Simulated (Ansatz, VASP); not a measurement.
## One calculation of CaO, two programs

```
Ca O
1.0
     0.00000    2.67368    2.67368
     2.67368    0.00000    2.67368
     2.67368    2.67368    0.00000
Ca O
1 1
Direct
  0.00000 0.00000 0.00000
  0.50000 0.50000 0.50000
```

Alike in both runs: task single point; functional PBEsol; k mesh 6 × 6 × 6; occupations gaussian, width 0.1 eV; no spin polarisation.

|  | VASP | Ansatz |
| --- | --- | --- |
| version | VASP 6.6.1 | Ansatz 0.2.0 |
| potentials or method | VASP PAW PBE potentials, release 64 (Ca_sv, O), cutoff 600 eV | scalar-relativistic, plane waves, PAW |
| valence electrons in the cell | 16 | 16 |

```tsv
	VASP	Ansatz	Ansatz less VASP
gap on the k mesh at the Fermi level (eV)	2.47	2.47	+0.002
least direct gap on the mesh (eV)	2.47	2.47	+0.002
pressure (GPa)	-18.7	-18.8	-0.08
```

VASP's potentials were made for PBE, not for PBEsol.
